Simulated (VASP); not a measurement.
# Cl (P6_3/mmc) in VASP: notebook

The runs below take Cl through single point, with PBEsol.

All numbers are computed with VASP 6.6.1; they aren't measurements. Logs are shortened: lines on timing, memory, paths and dates and some standing lists are left out, and cuts for length are marked.

### 1 The cell of the first run

The structure is hexagonal, space group P6_3/mmc (No. 194). The conventional cell has a = 2.205 Å, b = 2.205 Å, c = 3.908 Å, α = 90.00°, β = 90.00°, γ = 120.00°. Within 2.9 Å of Cl (site symmetry -6m2) lie 12 Cl at 2.20 to 2.33 Å.

### 2 Single point, PBEsol (8.23 Å³/atom)

File POSCAR:

```
Cl
1.0
    2.2049893205      0.0000000000      0.0000000000
   -1.1024946603      1.9095767666      0.0000000000
    0.0000000000      0.0000000000      3.9076401332
Cl
2
Direct
    0.3333333333      0.6666666667      0.2500000000
    0.6666666667      0.3333333333      0.7500000000
```

File INCAR.step1:

```
SYSTEM = Cl
PREC     = Accurate       ! precision mode
ENCUT    = 520            ! plane-wave cutoff, eV
EDIFF    = 1E-6           ! SCF threshold, eV
ISMEAR   = -1             ! smearing method
SIGMA    = 0.08           ! smearing width, eV
LREAL    = .False.        ! projectors in reciprocal space
LASPH    = .True.         ! aspherical terms in the spheres
NELM     = 80             ! most SCF steps
ALGO     = Normal         ! electronic algorithm
ISIF     = 2              ! what is computed and relaxed
LWAVE    = .False.        ! write WAVECAR
LCHARG   = .True.         ! write CHGCAR
GGA      = PS             ! functional
NBANDS   = 14             ! bands
```

File KPOINTS.step1:

```
Automatic mesh
0
Gamma
  15 15 8
  0 0 0
```

File INCAR.step2:

```
SYSTEM = Cl
PREC     = Accurate       ! precision mode
ENCUT    = 520            ! plane-wave cutoff, eV
EDIFF    = 1E-6           ! SCF threshold, eV
ISMEAR   = -5             ! smearing method
SIGMA    = 0.08           ! smearing width, eV
LREAL    = .False.        ! projectors in reciprocal space
LASPH    = .True.         ! aspherical terms in the spheres
NELM     = 80             ! most SCF steps
ALGO     = Normal         ! electronic algorithm
ISIF     = 2              ! what is computed and relaxed
LWAVE    = .False.        ! write WAVECAR
LCHARG   = .False.        ! write CHGCAR
GGA      = PS             ! functional
LORBIT   = 11             ! projections on sites
NEDOS    = 2001           ! points of the DOS
ICHARG   = 11             ! starting density
```

File KPOINTS.step2:

```
Automatic mesh
0
Gamma
  23 23 12
  0 0 0
```

Potentials or basis: VASP PAW PBE potentials, release 64 (Cl).

Run with:

```
cat potpaw_PBE.64/Cl/POTCAR > POTCAR
cp INCAR.step1 INCAR
cp KPOINTS.step1 KPOINTS
mpirun -np 1 vasp_std > vasp.out
cp INCAR.step2 INCAR
cp KPOINTS.step2 KPOINTS
mpirun -np 1 vasp_std > vasp.out
```

OUTCAR:

```text
SYSTEM = Cl
   PREC = Accurate
   ENCUT = 520
   EDIFF = 1E-6
   ISMEAR = -5
   LREAL = .False.
   LASPH = .True.
   NELM = 80
   ISIF = 2
   GGA = PS
   LORBIT = 11
   ICHARG = 11

 ion  position               nearest neighbor table
   1  0.333  0.667  0.250-   2 2.33   2 2.33   2 2.33   2 2.33   2 2.33   2 2.33
   2  0.667  0.333  0.750-   1 2.33   1 2.33   1 2.33   1 2.33   1 2.33   1 2.33

  LATTYP: Found a hexagonal cell.
 ALAT       =     2.2049893205
 C/A-ratio  =     1.7721809792

  Lattice vectors:

 A1 = (   2.2049893205,   0.0000000000,   0.0000000000)
 A2 = (  -1.1024946603,   1.9095767666,   0.0000000000)
 A3 = (   0.0000000000,   0.0000000000,   3.9076401332)

Analysis of symmetry for initial positions (statically):
=====================================================================
 Subroutine PRICEL returns:
 Original cell was already a primitive cell.

 Routine SETGRP: Setting up the symmetry group for a
 hexagonal supercell.

 Subroutine GETGRP returns: Found 24 space group operations
 (whereof 12 operations were pure point group operations)
 out of a pool of 24 trial point group operations.

The static configuration has the point symmetry D_3d.
 The point group associated with its full space group is D_6h.

Analysis of symmetry for dynamics (positions and initial velocities):
=====================================================================
 Subroutine PRICEL returns:
 Original cell was already a primitive cell.

 Routine SETGRP: Setting up the symmetry group for a
 hexagonal supercell.

 Subroutine GETGRP returns: Found 24 space group operations
 (whereof 12 operations were pure point group operations)
 out of a pool of 24 trial point group operations.

The dynamic configuration has the point symmetry D_3d.
 The point group associated with its full space group is D_6h.

 Subroutine INISYM returns: Found 24 space group operations
 (whereof 12 operations are pure point group operations),
 and found     1 'primitive' translations

----------------------------------------------------------------------------------------

                                     Primitive cell

  volume of cell :      16.4535

  direct lattice vectors                    reciprocal lattice vectors
     2.204989321  0.000000000  0.000000000     0.453516936  0.261838125  0.000000000
    -1.102494660  1.909576767  0.000000000     0.000000000  0.523676250  0.000000000
     0.000000000  0.000000000  3.907640133     0.000000000  0.000000000  0.255908929

  length of vectors
     2.204989321  2.204989321  3.907640133     0.523676250  0.523676250  0.255908929
[... 100 lines left out ...]
   IALGO  =     38    algorithm
   IMIX   =      4    mixing-type and parameters
     AMIX     =   0.40;   BMIX     =  1.00
     AMIX_MAG =   1.60;   BMIX_MAG =  1.00
  volume/ion in A,a.u.               =       8.23        55.52
  Fermi-wavevector in a.u.,A,eV,Ry     =   1.551308  2.931548 32.743202  2.406557
  Thomas-Fermi vector in A             =   2.655846
   LORBIT       =     11    0 simple, 1 ext, 2 COOP (PROOUT), +10 PAW based schemes
   GGA     = PS    functional components
   LHFCALC =     F    Hartree Fock is set to
   AEXX    =    0.0000 exact exchange contribution
   IVDW    =     0    specifies the selected vdW correction
   LEPSILON=     F    determine dielectric tensor
   LRPA    =     F    only Hartree local field effects (RPA)
 non-spin polarized calculation
 Fermi weights with tetrahedron method with Bloechl corrections
  energy-cutoff  :      520.00
  volume of cell :       16.45
 maximum number of plane-waves:       460

 number of electron      13.9999997 magnetization

 Free energy of the ion-electron system (eV)
  ---------------------------------------------------
  ext. energy  EPLUGINS =         0.00000000
  ---------------------------------------------------
  free energy    TOTEN  =         5.91483825 eV

  energy without entropy =        5.91483825  energy(sigma->0) =        5.91483825

 E-fermi :  18.9289     XC(G=0): -14.7845

 val. band max:       19.0538433240   @ k =   0.0870   0.0435   0.1667
 cond. band min:      18.8238522007   @ k =   0.0870   0.0870   0.0833
 fundamental gap:     -0.2299911233
 Fermi energy:        18.9288977515

 k-point     1 :       0.0000    0.0000    0.0000
  band No.  band energies     occupation
      1      -8.5777      2.00000
      2      -1.8627      2.00000
      3       3.0937      2.00000
      4      21.5115      0.00000
      5      22.1704      0.00000
      6      22.1704      0.00000
      7      24.0960      0.00000
      8      24.0960      0.00000
      9      29.0699      0.00000
     10      32.2177      0.00000
     11      32.4172      0.00000
[... 309 lines left out ...]
 k-point    24 :       0.0870    0.0870    0.0000
  band No.  band energies     occupation
      1      -7.7244      2.00000
      2      -1.0426      2.00000
      3       3.9071      2.00000
      4      17.5466      2.03403
      5      18.7909      1.00991
      6      21.4013      0.00000
      7      21.9588      0.00000
      8      22.7850      0.00000
      9      29.5715      0.00000
     10      31.2185      0.00000
     11      31.4830      0.00000

 [... further k-points ...]

------------------------ aborting loop because EDIFF is reached ----------------------------------------

  FORCE on cell =-STRESS in cart. coord.  units (eV):
  Direction    XX          YY          ZZ          XY          YZ          ZX
  --------------------------------------------------------------------------------------
  -------------------------------------------------------------------------------------
  Total       25.9105296     25.9105296     25.9406069     -0.0000000      0.0000000     -0.0000000
  in kB     2523.0665087   2523.0665086   2525.9953150     -0.0000001      0.0000000     -0.0000000
  external PRESSURE =    2524.0427774 kB  Pullay stress =       0.0000000 kB

 VOLUME and BASIS-vectors are now :
 -----------------------------------------------------------------------------
  energy-cutoff  :      520.00
  volume of cell :       16.45
      direct lattice vectors                 reciprocal lattice vectors
     2.204989321  0.000000000  0.000000000     0.453516936  0.261838125  0.000000000
    -1.102494660  1.909576767  0.000000000     0.000000000  0.523676250  0.000000000
     0.000000000  0.000000000  3.907640133     0.000000000  0.000000000  0.255908929

 POSITION                                       TOTAL-FORCE (eV/Angst)
 -----------------------------------------------------------------------------------
     -0.00000      1.27305      0.97691        -0.000000      0.000000      0.000000
      1.10249      0.63653      2.93073         0.000000     -0.000000      0.000000
 -----------------------------------------------------------------------------------
    total drift:                               -0.000000      0.000000      0.000000

  FREE ENERGIE OF THE ION-ELECTRON SYSTEM (eV)
  ---------------------------------------------------
  free  energy   TOTEN  =         5.9148382491 eV

  energy  without entropy=        5.9148382491  energy(sigma->0) =        5.91483825

 total charge

# of ion       s       p       d       tot
------------------------------------------
    1        1.698   3.441   0.000   5.139
    2        1.698   3.441   0.000   5.139
--------------------------------------------------
tot          3.396   6.881   0.000  10.278
```

OUTCAR.step1:

```text
SYSTEM = Cl
   PREC = Accurate
   ENCUT = 520
   EDIFF = 1E-6
   ISMEAR = -1
   LREAL = .False.
[... 632 lines left out ...]
     -0.00000      1.27305      0.97691         0.000000      0.000000      0.000000
      1.10249      0.63653      2.93073        -0.000000     -0.000000      0.000000
 -----------------------------------------------------------------------------------
    total drift:                               -0.000000      0.000000      0.000000

  FREE ENERGIE OF THE ION-ELECTRON SYSTEM (eV)
  ---------------------------------------------------
  free  energy   TOTEN  =         5.9037863286 eV

  energy  without entropy=        5.9212215396  energy(sigma->0) =        5.91250393
```

OSZICAR.step1:

```text
N       E                     dE             d eps       ncg     rms          rms(c)
DAV:   1     0.702620004415E+02    0.70262E+02   -0.76827E+03  3794   0.980E+02
DAV:   2     0.793381823907E+01   -0.62328E+02   -0.57350E+02  5446   0.192E+02
DAV:   3     0.587552459570E+01   -0.20583E+01   -0.20434E+01  4760   0.340E+01
DAV:   4     0.586754495843E+01   -0.79796E-02   -0.79779E-02  4458   0.255E+00
DAV:   5     0.586750288384E+01   -0.42075E-04   -0.42073E-04  4804   0.171E-01    0.503E+01
DAV:   6     0.589596885531E+01    0.28466E-01   -0.18671E-02  4152   0.986E-01    0.299E+01
DAV:   7     0.590314666933E+01    0.71778E-02   -0.27628E-02  4326   0.121E+00    0.478E-01
DAV:   8     0.590377013253E+01    0.62346E-03   -0.14128E-03  4326   0.289E-01    0.113E-01
DAV:   9     0.590378639742E+01    0.16265E-04   -0.85048E-05  4848   0.675E-02    0.491E-02
DAV:  10     0.590378632861E+01   -0.68815E-07   -0.45423E-06  4302   0.161E-02
   1 F= 0.59037863E+01 E0= 0.59125039E+01  d E =-.174352E-01
```

Wall time 22 s (1 thread of AMD EPYC 9R45 (Zen 5), shared host); peak memory 0.14 GiB.

What came out:

| Item | Value |
| --- | --- |
| Valence electrons inside the program's atomic spheres | Cl 5.14 |

Caveat: the PAW data sets were made with another functional, which shifts forces and pressure a little.

### 3 Single point, PBEsol (10.28 Å³/atom)

This run uses another cell than the first one, of 10.28 Å³/atom.

File POSCAR:

```
Cl
1.0
    2.5203860124      0.0000000000      0.0000000000
   -1.2601930062      2.1827183141      0.0000000000
    0.0000000000      0.0000000000      3.7385520688
Cl
2
Direct
    0.3333333333      0.6666666667      0.2500000000
    0.6666666667      0.3333333333      0.7500000000
```

File INCAR.step1:

```
SYSTEM = Cl
PREC = Accurate
ENCUT = 520
EDIFF = 1E-6
ISMEAR = -1
SIGMA = 0.08
LREAL = .False.
LASPH = .True.
NELM = 80
ALGO = Normal
ISIF = 2
LWAVE = .False.
LCHARG = .True.
GGA = PS
NBANDS = 14
```

KPOINTS.step1 is that of step 2.

File INCAR.step2:

```
SYSTEM = Cl
PREC = Accurate
ENCUT = 520
EDIFF = 1E-6
ISMEAR = -5
SIGMA = 0.08
LREAL = .False.
LASPH = .True.
NELM = 80
ALGO = Normal
ISIF = 2
LWAVE = .False.
LCHARG = .False.
GGA = PS
LORBIT = 10
NEDOS = 2001
ICHARG = 11
```

KPOINTS.step2 is that of step 2.

Potentials or basis: VASP PAW PBE potentials, release 64 (Cl).

Run with:

```
cat potpaw_PBE.64/Cl/POTCAR > POTCAR
cp INCAR.step1 INCAR
cp KPOINTS.step1 KPOINTS
mpirun -np 1 vasp_std > vasp.out
cp INCAR.step2 INCAR
cp KPOINTS.step2 KPOINTS
mpirun -np 1 vasp_std > vasp.out
```

OUTCAR:

```text
SYSTEM = Cl
   PREC = Accurate
   ENCUT = 520
   EDIFF = 1E-6
   ISMEAR = -5
   LREAL = .False.
   LASPH = .True.
   NELM = 80
   ISIF = 2
   GGA = PS
   LORBIT = 10
   ICHARG = 11

 ion  position               nearest neighbor table
   1  0.333  0.667  0.250-   2 2.37   2 2.37   2 2.37   2 2.37   2 2.37   2 2.37
   2  0.667  0.333  0.750-   1 2.37   1 2.37   1 2.37   1 2.37   1 2.37   1 2.37

  LATTYP: Found a hexagonal cell.
 ALAT       =     2.5203860124
 C/A-ratio  =     1.4833251932

  Lattice vectors:

 A1 = (   2.5203860124,   0.0000000000,   0.0000000000)
 A2 = (  -1.2601930062,   2.1827183141,   0.0000000000)
 A3 = (   0.0000000000,   0.0000000000,   3.7385520688)

Analysis of symmetry for initial positions (statically):
=====================================================================
 Subroutine PRICEL returns:
 Original cell was already a primitive cell.

 Routine SETGRP: Setting up the symmetry group for a
 hexagonal supercell.

 Subroutine GETGRP returns: Found 24 space group operations
 (whereof 12 operations were pure point group operations)
 out of a pool of 24 trial point group operations.

[... 180 lines left out ...]
      6      15.7687      0.00000
      7      15.7687      0.00000
      8      17.8220      0.00000
      9      21.9930      0.00000
     10      26.2043      0.00000
     11      26.2130      0.00000
[... 309 lines left out ...]
 k-point    24 :       0.0870    0.0870    0.0000
  band No.  band energies     occupation
      1      -9.2628      2.00000
      2      -1.6568      2.00000
      3       2.2052      2.00000
      4      10.2251      2.00000
      5      11.5025      2.00000
      6      14.6639     -0.06389
      7      15.5697      0.00000
      8      16.7209      0.00000
      9      23.4224      0.00000
     10      23.7391      0.00000
     11      26.9192      0.00000

 [... further k-points ...]
[... 5 lines left out ...]
  --------------------------------------------------------------------------------------
  -------------------------------------------------------------------------------------
  Total       15.5628559     15.5628559     15.6058764     -0.0000000     -0.0000000      0.0000000
  in kB     1212.3602567   1212.3602567   1215.7115943     -0.0000000     -0.0000000      0.0000000
  external PRESSURE =    1213.4773692 kB  Pullay stress =       0.0000000 kB

 VOLUME and BASIS-vectors are now :
 -----------------------------------------------------------------------------
  energy-cutoff  :      520.00
  volume of cell :       20.57
      direct lattice vectors                 reciprocal lattice vectors
     2.520386012  0.000000000  0.000000000     0.396764621  0.229072161  0.000000000
    -1.260193006  2.182718314  0.000000000     0.000000000  0.458144321  0.000000000
     0.000000000  0.000000000  3.738552069     0.000000000  0.000000000  0.267483235

 POSITION                                       TOTAL-FORCE (eV/Angst)
 -----------------------------------------------------------------------------------
     -0.00000      1.45515      0.93464         0.000000      0.000000      0.000000
      1.26019      0.72757      2.80391        -0.000000     -0.000000      0.000000
 -----------------------------------------------------------------------------------
    total drift:                                0.000000     -0.000000      0.000000

  FREE ENERGIE OF THE ION-ELECTRON SYSTEM (eV)
  ---------------------------------------------------
  free  energy   TOTEN  =         1.4268771424 eV

  energy  without entropy=        1.4268771424  energy(sigma->0) =        1.42687714

 total charge

# of ion       s       p       d       tot
------------------------------------------
    1        1.679   3.359   0.000   5.038
    2        1.679   3.359   0.000   5.038
--------------------------------------------------
tot          3.358   6.718   0.000  10.076
```

It took 29 s on 1 thread of AMD EPYC 9R45 (Zen 5), shared host; peak memory 0.16 GiB.

Results:

```yaml
Valence_electrons_inside_the_program's_atomic_spheres: Cl 5.04
```

Levels at points of the mesh, in eV from the Fermi level:
| k point | band 4 | band 5 | band 6 | band 7 | band 8 | band 9 | band 10 | band 11 |
| --- | --- | --- | --- | --- | --- | --- | --- | --- |
| (0.00, 0.00, 0.00) | -0.66 | -0.66 | 1.85 | 1.85 | 3.90 | 8.07 | 12.29 | 12.29 |
| (0.00, 0.00, 0.50) | -3.42 | 0.60 | 0.60 | 0.60 | 0.60 | 10.42 | 10.42 | 11.44 |

Caveat: the PAW data sets were made with another functional, which shifts forces and pressure a little.
